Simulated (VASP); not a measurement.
# Mn (P6_3/mmc) in VASP: further runs

Runs on Mn. Level: PBE. Tasks: single point, relaxation of shape and atoms at fixed volume.

Everything below comes from runs of VASP 6.6.1. Logs are shortened: lines on timing, memory, paths and dates and some standing lists are left out, and cuts for length are marked.

### 1 The cell of the first run

It takes space group P6_3/mmc (No. 194, hexagonal). The conventional cell has a = 2.379 Å, b = 2.379 Å, c = 3.845 Å, α = 90.00°, β = 90.00°, γ = 120.00°. Mn (site symmetry -6m2) has 12 Mn at 2.36 to 2.38 Å within 3.1 Å.

This isn't the form of Mn at room conditions, which is a 58-atom cubic cell.

### 2 Single point, PBE (9.42 Å³/atom)

Input file INCAR:

```
SYSTEM = Mn
ALGO = Normal ; EDIFF = 1E-6
ENCUT = 520 ; GGA = PE
ISIF = 2 ; ISMEAR = -1
LASPH = .True. ; LCHARG = .True.
LELF = .True. ; LREAL = .False.
LVHAR = .True. ; LWAVE = .False.
NBANDS = 20 ; NELM = 60
PREC = Accurate ; SIGMA = 0.05
```

Input file KPOINTS:

```
k-points
0
Gamma
  17 17 9
  0 0 0
```

Input file POSCAR:

```
Mn
1.0
    2.3787715681      0.0000000000      0.0000000000
   -1.1893857841      2.0600766078      0.0000000000
    0.0000000000      0.0000000000      3.8450316612
Mn
2
Direct
    0.3333333333      0.6666666667      0.2500000000
    0.6666666667      0.3333333333      0.7500000000
```

Potentials or basis: VASP PAW PBE potentials, release 64 (Mn_pv).

The run is started by

```
$ cat potpaw_PBE.64/Mn_pv/POTCAR > POTCAR
$ mpirun -np 1 vasp_std > vasp.out
```

OUTCAR:

```text
SYSTEM = Mn
   EDIFF = 1E-6
   ENCUT = 520
   GGA = PE
   ISIF = 2
   ISMEAR = -1
   LASPH = .True.
   LREAL = .False.
   NELM = 60
   PREC = Accurate

 ion  position               nearest neighbor table
   1  0.333  0.667  0.250-   2 2.36   2 2.36   2 2.36   2 2.36   2 2.36   2 2.36
   2  0.667  0.333  0.750-   1 2.36   1 2.36   1 2.36   1 2.36   1 2.36   1 2.36

  LATTYP: Found a hexagonal cell.
 ALAT       =     2.3787715681
 C/A-ratio  =     1.6163938197

  Lattice vectors:

 A1 = (   2.3787715681,   0.0000000000,   0.0000000000)
 A2 = (  -1.1893857841,   2.0600766078,   0.0000000000)
 A3 = (   0.0000000000,   0.0000000000,   3.8450316612)

Analysis of symmetry for initial positions (statically):
=====================================================================
 Subroutine PRICEL returns:
 Original cell was already a primitive cell.

 Routine SETGRP: Setting up the symmetry group for a
 hexagonal supercell.

 Subroutine GETGRP returns: Found 24 space group operations
 (whereof 12 operations were pure point group operations)
 out of a pool of 24 trial point group operations.

The static configuration has the point symmetry D_3d.
 The point group associated with its full space group is D_6h.

Analysis of symmetry for dynamics (positions and initial velocities):
=====================================================================
 Subroutine PRICEL returns:
 Original cell was already a primitive cell.

 Routine SETGRP: Setting up the symmetry group for a
 hexagonal supercell.

 Subroutine GETGRP returns: Found 24 space group operations
 (whereof 12 operations were pure point group operations)
 out of a pool of 24 trial point group operations.

The dynamic configuration has the point symmetry D_3d.
 The point group associated with its full space group is D_6h.

 Subroutine INISYM returns: Found 24 space group operations
 (whereof 12 operations are pure point group operations),
 and found     1 'primitive' translations

----------------------------------------------------------------------------------------

                                     Primitive cell

  volume of cell :      18.8424

  direct lattice vectors                    reciprocal lattice vectors
     2.378771568  0.000000000  0.000000000     0.420385048  0.242709421  0.000000000
    -1.189385784  2.060076608  0.000000000     0.000000000  0.485418841  0.000000000
     0.000000000  0.000000000  3.845031661     0.000000000  0.000000000  0.260075882

  length of vectors
[... 80 lines left out ...]
   ENCUT  =  520.0 eV  38.22 Ry    6.18 a.u.   4.42  4.42  7.15*2*pi/ulx,y,z
   NELM   =     60;   NELMIN=  2; NELMDL= -5     # of ELM steps
   EDIFF  = 0.1E-05   stopping-criterion for ELM
   LREAL  =      F    real-space projection
   EDIFFG = 0.1E-04   stopping-criterion for IOM
   NSW    =      0    number of steps for IOM
   IBRION =     -1    ionic relax: 0-MD 1-quasi-New 2-CG
   NFREE  =      0    steps in history (QN), initial steepest desc. (CG)
   ISIF   =      2    stress and relaxation
   ISYM   =      2    0-nonsym 1-usesym 2-fastsym
   POTIM  = 0.5000    time-step for ionic-motion
   TEBEG  =    0.0;   TEEND  =   0.0 temperature during run
   PSTRESS=    0.0 pullay stress
   NELECT =      26.0000    total number of electrons
   NUPDOWN=      -1.0000    fix difference up-down
   EMIN   =  10.00;   EMAX   =-10.00  energy-range for DOS
   EFERMI =   0.00;   METHOD = LEGACY
   ISMEAR =    -1;   SIGMA  =   0.05  broadening in eV -4-tet -1-fermi 0-gaus
   EFERMI_NEDOS =   21; number of points for ismear=-14 and -15
   IALGO  =     38    algorithm
   IMIX   =      4    mixing-type and parameters
     AMIX     =   0.40;   BMIX     =  1.00
     AMIX_MAG =   1.60;   BMIX_MAG =  1.00
  volume/ion in A,a.u.               =       9.42        63.58
  Fermi-wavevector in a.u.,A,eV,Ry     =   1.822583  3.444182 45.195943  3.321808
  Thomas-Fermi vector in A             =   2.878707
   LORBIT       =      0    0 simple, 1 ext, 2 COOP (PROOUT), +10 PAW based schemes
   GGA     = PE    functional components
   LHFCALC =     F    Hartree Fock is set to
   AEXX    =    0.0000 exact exchange contribution
   IVDW    =     0    specifies the selected vdW correction
   LEPSILON=     F    determine dielectric tensor
   LRPA    =     F    only Hartree local field effects (RPA)
 non-spin polarized calculation
  energy-cutoff  :      520.00
  volume of cell :       18.84
 maximum number of plane-waves:       537
 NGX is ok and might be reduce to    18
   NGX =  9   NGY =  9   NGZ = 15

 number of electron      25.9999972 magnetization

 Free energy of the ion-electron system (eV)
  ---------------------------------------------------
  ext. energy  EPLUGINS =         0.00000000
  ---------------------------------------------------
  free energy    TOTEN  =       -17.56037466 eV

  energy without entropy =      -17.54161837  energy(sigma->0) =      -17.55099652

 E-fermi :  12.3401     XC(G=0): -14.8326

 val. band max:       12.3397294252   @ k =   0.3529   0.0000   0.2222
 cond. band min:      12.3546364310   @ k =   0.0588   0.0588   0.1111
 fundamental gap:      0.0149070057
 Fermi energy:        12.3400846402

 k-point     1 :       0.0000    0.0000    0.0000
  band No.  band energies     occupation
      1     -36.1960      2.00000
      2     -35.1850      2.00000
      3     -35.1850      2.00000
      4     -35.0295      2.00000
      5     -35.0295      2.00000
      6     -35.0114      2.00000
[... 541 lines left out ...]
     19      23.4225      0.00000
     20      27.9292      0.00000

 [... further k-points ...]

------------------------ aborting loop because EDIFF is reached ----------------------------------------

  FORCE on cell =-STRESS in cart. coord.  units (eV):
  Direction    XX          YY          ZZ          XY          YZ          ZX
  --------------------------------------------------------------------------------------
  -------------------------------------------------------------------------------------
  Total        5.5974544      5.5974544      5.5788299     -0.0000000      0.0000000      0.0000000
  in kB      475.9541496    475.9541496    474.3705021     -0.0000000      0.0000000      0.0000000
  external PRESSURE =     475.4262671 kB  Pullay stress =       0.0000000 kB

 VOLUME and BASIS-vectors are now :
 -----------------------------------------------------------------------------
  energy-cutoff  :      520.00
  volume of cell :       18.84
      direct lattice vectors                 reciprocal lattice vectors
     2.378771568  0.000000000  0.000000000     0.420385048  0.242709421  0.000000000
    -1.189385784  2.060076608  0.000000000     0.000000000  0.485418841  0.000000000
     0.000000000  0.000000000  3.845031661     0.000000000  0.000000000  0.260075882

 POSITION                                       TOTAL-FORCE (eV/Angst)
 -----------------------------------------------------------------------------------
     -0.00000      1.37338      0.96126        -0.000000      0.000000      0.000000
      1.18939      0.68669      2.88377         0.000000     -0.000000      0.000000
 -----------------------------------------------------------------------------------
    total drift:                               -0.000000      0.000000     -0.000000

  FREE ENERGIE OF THE ION-ELECTRON SYSTEM (eV)
  ---------------------------------------------------
  free  energy   TOTEN  =       -17.5603746611 eV

  energy  without entropy=      -17.5416183743  energy(sigma->0) =      -17.55099652
```

OSZICAR:

```text
N       E                     dE             d eps       ncg     rms          rms(c)
DAV:   1     0.244600866379E+03    0.24460E+03   -0.15742E+04  6680   0.190E+03
DAV:   2    -0.113489534130E+02   -0.25595E+03   -0.24755E+03  6628   0.462E+02
DAV:   3    -0.204505877539E+02   -0.91016E+01   -0.90314E+01  7052   0.103E+02
DAV:   4    -0.205353805332E+02   -0.84793E-01   -0.84784E-01  7160   0.984E+00
DAV:   5    -0.205369439120E+02   -0.15634E-02   -0.15633E-02  7164   0.136E+00    0.215E+01
DAV:   6    -0.176359369094E+02    0.29010E+01   -0.11738E+01  6920   0.472E+01    0.168E+00
DAV:   7    -0.175835534880E+02    0.52383E-01   -0.26437E-01  6932   0.680E+00    0.117E+00
DAV:   8    -0.175603240963E+02    0.23229E-01   -0.62512E-03  7176   0.991E-01    0.118E-01
DAV:   9    -0.175603916195E+02   -0.67523E-04   -0.77575E-04  7048   0.312E-01    0.330E-02
DAV:  10    -0.175603799687E+02    0.11651E-04   -0.14551E-05  7220   0.485E-02    0.123E-02
DAV:  11    -0.175603771659E+02    0.28027E-05   -0.61754E-06  6912   0.337E-02    0.320E-03
DAV:  12    -0.175603748635E+02    0.23024E-05   -0.26110E-07  3444   0.759E-03    0.310E-04
DAV:  13    -0.175603746611E+02    0.20238E-06   -0.16910E-08  3388   0.148E-03
   1 F= -.17560375E+02 E0= -.17550997E+02  d E =-.187563E-01
```

Wall time 43 s (1 thread of AMD EPYC 7R13 (Zen 3), shared host); peak memory 0.13 GiB.

Results:

| Item | Value |
| --- | --- |
| Free energy | -17.5604 eV |
| Pressure | 47.5 GPa |
| Band gap on the k mesh | zero (bands 13 and 14 overlap by 2.36 eV) |

Stress tensor (GPa, compression positive):
```
47.60  0.00  0.00
 0.00 47.60  0.00
 0.00  0.00 47.44
```

Caveat: the cell stands under pressure; the run has no spin polarisation, though such a crystal can be magnetic. Spin polarisation is off, so any magnetic state and its effect on volume and gap are missing.

### 3 Single point, PBE

This run uses another cell than the first one, of 10.71 Å³/atom.

Input file INCAR:

```
PREC = Accurate
ENCUT = 520
EDIFF = 1E-6
ISMEAR = -1
SIGMA = 0.05
LREAL = False
LASPH = True
NELM = 60
ALGO = Normal
ISIF = 2
LWAVE = False
LCHARG = True
GGA = PE
LELF = True
LVHAR = True
NBANDS = 20
```

Input file KPOINTS:

```
Automatic mesh
0
Gamma
  17 17 9
```

Input file POSCAR:

```
Mn
1.0
    2.4816091129      0.0000000000      0.0000000000
   -1.2408045565      2.1491365340      0.0000000000
    0.0000000000      0.0000000000      4.0147266012
Mn
2
Direct
    0.3333333333      0.6666666667      0.2500000000
    0.6666666667      0.3333333333      0.7500000000
```

Potentials or basis: VASP PAW PBE potentials, release 64 (Mn_pv).

The run is started by

```
$ cat potpaw_PBE.64/Mn_pv/POTCAR > POTCAR
$ mpirun -np 1 vasp_std > vasp.out
```

Wall time 37 s (1 thread of AMD EPYC 7R13 (Zen 3), shared host); peak memory 0.14 GiB.

Results (log left out):

- Free energy: -17.9005 eV
- Pressure: -0.1 GPa
- Band gap on the k mesh: zero (bands 13 and 14 overlap by 1.96 eV)

Stress tensor (GPa, compression positive):
```
-0.08  0.00  0.00
 0.00 -0.08  0.00
 0.00  0.00 -0.27
```

Levels at points of the mesh, in eV from the Fermi level:
```tsv
k point	band 9	band 10	band 11	band 12	band 13	band 14	band 15	band 16	band 17	band 18
(0.00, 0.00, 0.00)	-0.96	-0.95	-0.95	-0.47	-0.47	0.05	0.05	0.75	1.62	1.62
```

Caveat: the run has no spin polarisation, though such a crystal can be magnetic. Spin polarisation is off, so any magnetic state and its effect on volume and gap are missing.

### 4 Single point, PBE (10.71 Å³/atom)

This run uses another cell than the first one, of 10.71 Å³/atom.

Input file INCAR:

```
SYSTEM = Mn
PREC = Accurate ; ENCUT = 520
EDIFF = 1E-6 ; ISMEAR = -1
SIGMA = 0.05 ; LREAL = .FALSE.
LASPH = .TRUE. ; NELM = 60
ALGO = Normal ; ISIF = 2
LWAVE = .FALSE. ; LCHARG = .FALSE.
GGA = PE ; NBANDS = 20
```

Input file KPOINTS:

```
regular mesh
0
G
  17 17 9
  0 0 0
```

POSCAR is that of step 3.

Potentials or basis: VASP PAW PBE potentials, release 64 (Mn_pv).

The run is started by

```
$ cat potpaw_PBE.64/Mn_pv/POTCAR > POTCAR
$ mpirun -np 1 vasp_std > vasp.out
```

OUTCAR:

```text
SYSTEM = Mn
   PREC = Accurate
   ENCUT = 520
   EDIFF = 1E-6
   ISMEAR = -1
   LREAL = .FALSE.
   LASPH = .TRUE.
   NELM = 60
   ISIF = 2
   GGA = PE

 ion  position               nearest neighbor table
   1  0.333  0.667  0.250-   2 2.47   2 2.47   2 2.47   2 2.47   2 2.47   2 2.47
   2  0.667  0.333  0.750-   1 2.47   1 2.47   1 2.47   1 2.47   1 2.47   1 2.47

  LATTYP: Found a hexagonal cell.
 ALAT       =     2.4816091129
 C/A-ratio  =     1.6177916902

  Lattice vectors:

 A1 = (   2.4816091129,   0.0000000000,   0.0000000000)
 A2 = (  -1.2408045565,   2.1491365340,   0.0000000000)
 A3 = (   0.0000000000,   0.0000000000,   4.0147266012)

Analysis of symmetry for initial positions (statically):
=====================================================================
 Subroutine PRICEL returns:
 Original cell was already a primitive cell.

 Routine SETGRP: Setting up the symmetry group for a
 hexagonal supercell.

 Subroutine GETGRP returns: Found 24 space group operations
 (whereof 12 operations were pure point group operations)
 out of a pool of 24 trial point group operations.

The static configuration has the point symmetry D_3d.
 The point group associated with its full space group is D_6h.

Analysis of symmetry for dynamics (positions and initial velocities):
=====================================================================
 Subroutine PRICEL returns:
 Original cell was already a primitive cell.

 Routine SETGRP: Setting up the symmetry group for a
 hexagonal supercell.

 Subroutine GETGRP returns: Found 24 space group operations
 (whereof 12 operations were pure point group operations)
 out of a pool of 24 trial point group operations.

The dynamic configuration has the point symmetry D_3d.
 The point group associated with its full space group is D_6h.

 Subroutine INISYM returns: Found 24 space group operations
 (whereof 12 operations are pure point group operations),
 and found     1 'primitive' translations

[... 111 lines left out ...]
   IALGO  =     38    algorithm
   IMIX   =      4    mixing-type and parameters
     AMIX     =   0.40;   BMIX     =  1.00
     AMIX_MAG =   1.60;   BMIX_MAG =  1.00
  volume/ion in A,a.u.               =      10.71        72.25
  Fermi-wavevector in a.u.,A,eV,Ry     =   1.746552  3.300505 41.503804  3.050444
  Thomas-Fermi vector in A             =   2.818024
   LORBIT       =      0    0 simple, 1 ext, 2 COOP (PROOUT), +10 PAW based schemes
   GGA     = PE    functional components
   LHFCALC =     F    Hartree Fock is set to
   AEXX    =    0.0000 exact exchange contribution
   IVDW    =     0    specifies the selected vdW correction
   LEPSILON=     F    determine dielectric tensor
   LRPA    =     F    only Hartree local field effects (RPA)
 non-spin polarized calculation
  energy-cutoff  :      520.00
  volume of cell :       21.41
 maximum number of plane-waves:       587
   NGX =  9   NGY =  9   NGZ = 15

 number of electron      26.0000027 magnetization

 Free energy of the ion-electron system (eV)
  ---------------------------------------------------
  ext. energy  EPLUGINS =         0.00000000
  ---------------------------------------------------
  free energy    TOTEN  =       -17.90046732 eV

  energy without entropy =      -17.87826467  energy(sigma->0) =      -17.88936599

 E-fermi :  10.4153     XC(G=0): -14.0419

 val. band max:       10.4105265622   @ k =   0.0588   0.0000   0.0000
 cond. band min:      10.4161038590   @ k =   0.1765   0.1176   0.4444
 fundamental gap:      0.0055772968
 Fermi energy:        10.4153116403

 k-point     1 :       0.0000    0.0000    0.0000
  band No.  band energies     occupation
      1     -37.8552      2.00000
      2     -37.1887      2.00000
      3     -37.1887      2.00000
      4     -37.0828      2.00000
      5     -37.0828      2.00000
      6     -37.0706      2.00000
[... 541 lines left out ...]
     19      20.0590      0.00000
     20      24.4526      0.00000

 [... further k-points ...]

------------------------ aborting loop because EDIFF is reached ----------------------------------------

  FORCE on cell =-STRESS in cart. coord.  units (eV):
  Direction    XX          YY          ZZ          XY          YZ          ZX
  --------------------------------------------------------------------------------------
  -------------------------------------------------------------------------------------
  Total       -0.0111571     -0.0111571     -0.0355156      0.0000000      0.0000000     -0.0000000
  in kB       -0.8348530     -0.8348530     -2.6575205      0.0000000      0.0000000     -0.0000000
  external PRESSURE =      -1.4424088 kB  Pullay stress =       0.0000000 kB

 VOLUME and BASIS-vectors are now :
 -----------------------------------------------------------------------------
  energy-cutoff  :      520.00
  volume of cell :       21.41
      direct lattice vectors                 reciprocal lattice vectors
     2.481609113  0.000000000  0.000000000     0.402964349  0.232651575  0.000000000
    -1.240804557  2.149136534  0.000000000     0.000000000  0.465303150  0.000000000
     0.000000000  0.000000000  4.014726601     0.000000000  0.000000000  0.249082964

 POSITION                                       TOTAL-FORCE (eV/Angst)
 -----------------------------------------------------------------------------------
     -0.00000      1.43276      1.00368         0.000000      0.000000      0.000000
      1.24080      0.71638      3.01104        -0.000000     -0.000000      0.000000
 -----------------------------------------------------------------------------------
    total drift:                               -0.000000      0.000000     -0.000000

  FREE ENERGIE OF THE ION-ELECTRON SYSTEM (eV)
  ---------------------------------------------------
  free  energy   TOTEN  =       -17.9004673183 eV

  energy  without entropy=      -17.8782646660  energy(sigma->0) =      -17.88936599
```

It took 35 s on 1 thread of AMD EPYC 7R13 (Zen 3), shared host; peak memory 0.14 GiB.

What came out:

```yaml
Free_energy: -17.9005 eV
Pressure: -0.1 GPa
Band_gap_on_the_k_mesh: zero (bands 13 and 14 overlap by 1.96 eV)
```

Stress tensor (GPa, compression positive):
```
-0.08  0.00  0.00
 0.00 -0.08  0.00
 0.00  0.00 -0.27
```

Levels at points of the mesh, in eV from the Fermi level:
| k point | band 10 | band 11 | band 12 | band 13 | band 14 | band 15 | band 16 | band 17 |
| --- | --- | --- | --- | --- | --- | --- | --- | --- |
| (0.00, 0.00, 0.00) | -0.95 | -0.95 | -0.47 | -0.47 | 0.05 | 0.05 | 0.75 | 1.62 |

Caveat: the run has no spin polarisation, though such a crystal can be magnetic. Spin polarisation is off, so any magnetic state and its effect on volume and gap are missing.

### 5 Relaxation of shape and atoms at fixed volume, PBE

This run uses another cell than the first one, of 4.60 Å³/atom.

Input file INCAR:

```
SYSTEM = Mn
ALGO = Normal ; EDIFF = 1E-7
EDIFFG = -0.005 ; ENCUT = 600
GGA = PE ; IBRION = 2
ISIF = 4 ; ISMEAR = -1
LASPH = .TRUE. ; LCHARG = .FALSE.
LREAL = .FALSE. ; LWAVE = .FALSE.
NELM = 100 ; NSW = 50
PREC = Accurate ; SIGMA = 0.05
```

Input file KPOINTS:

```
k-points
0
G
  17 17 9
  0 0 0
```

Input file POSCAR:

```
Mn
1.0
    1.8730794270      0.0000000000      0.0000000000
   -0.9365397135      1.6221343671      0.0000000000
    0.0000000000      0.0000000000      3.0302523321
Mn
2
Direct
    0.3333333333      0.6666666667      0.2500000000
    0.6666666667      0.3333333333      0.7500000000
```

The run is started by

```
$ cat potpaw_PBE.64/Mn_pv/POTCAR > POTCAR
$ mpirun -np 1 vasp_std > vasp.out
```

Wall time 58 s (1 thread of AMD EPYC 7R13 (Zen 3), shared host); peak memory 0.11 GiB.

The run converged, but its numbers aren't listed here, since they failed a check.

Caveat: atoms lie so close that the PAW spheres overlap strongly, which falsifies energies and pressures; the run has no spin polarisation, though such a crystal can be magnetic.

(Continued in part 2 of 2.)
